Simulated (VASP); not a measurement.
A run of VASP 6.6.1:

Contents of INCAR:

```
PREC = Accurate ; ENCUT = 520
EDIFF = 1E-6 ; ISMEAR = 0
SIGMA = 0.1 ; LREAL = F
LASPH = T ; NELM = 150
ALGO = Normal ; ISIF = 2
LWAVE = F ; LCHARG = F
ISPIN = 2 ; MAGMOM = 2 0
LORBIT = 11 ; LMAXMIX = 4
GGA = PE ; NBANDS = 18
```

The input KPOINTS:

```
Automatic mesh
0
Gamma
  6 6 6
```

POSCAR

```
NiC
1.0
    0.0000000000      2.0345999118      2.0345999118
    2.0345999118      0.0000000000      2.0345999118
    2.0345999118      2.0345999118      0.0000000000
Ni C
1 1
Direct
    0.5000000000      0.5000000000      0.5000000000
    0.0000000000      0.0000000000      0.0000000000
```

Potentials or basis: VASP PAW PBE potentials, release 64 (Ni, C).

Launch:

```console
$ cat potpaw_PBE.64/Ni/POTCAR potpaw_PBE.64/C/POTCAR > POTCAR
$ mpirun -np 1 vasp_std > vasp.out
```

Hardware: 1 thread of Intel Xeon 6975P-C (shared host).

Problem. How long does it take, and how much memory?

Solution. It took 12 s on 1 thread of Intel Xeon 6975P-C, with other jobs on the host, peak memory 0.15 GiB. Counts: scf iterations 16, k points 16.
